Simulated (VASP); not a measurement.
Input of a VASP 6.6.1 run:

INCAR

```
ALGO = Normal ; EDIFF = 1E-6
ENCUT = 520 ; ISIF = 2
ISMEAR = 1 ; LASPH = T
LCHARG = T ; LELF = T
LREAL = F ; LVHAR = T
LWAVE = F ; NBANDS = 15
NELM = 100 ; PREC = Accurate
SIGMA = 0.05
```

Contents of KPOINTS:

```
k-points
0
Gamma
  11 11 10
```

POSCAR

```
TaN
1.0
    2.9380000000      0.0000000000      0.0000000000
   -1.4690000000      2.5443826400      0.0000000000
    0.0000000000      0.0000000000      2.8830000000
Ta N
1 1
Direct
    0.3333333333      0.6666666667      0.5000000000
    0.0000000000      0.0000000000      0.0000000000
```

Potentials or basis: VASP PAW LDA potentials, release 64 (Ta_pv, N).

Run with:

```sh
$ cat potpaw_LDA.64/Ta_pv/POTCAR potpaw_LDA.64/N/POTCAR > POTCAR
$ mpirun -np 1 vasp_std > vasp.out
```

Task: What does it give for the pressure?

Result: -9.8 GPa.

Task: What does it give for the band gap on the k mesh?

Result: Zero (band 8 reaches 8.48 eV, above the bottom of band 9 at 7.99 eV).

Stress tensor (GPa, compression positive):
```
 -9.29   0.00   0.00
  0.00  -9.29   0.00
  0.00   0.00 -10.80
```

Caveat: spin-orbit coupling is left out, which moves the levels of the heavy elements.
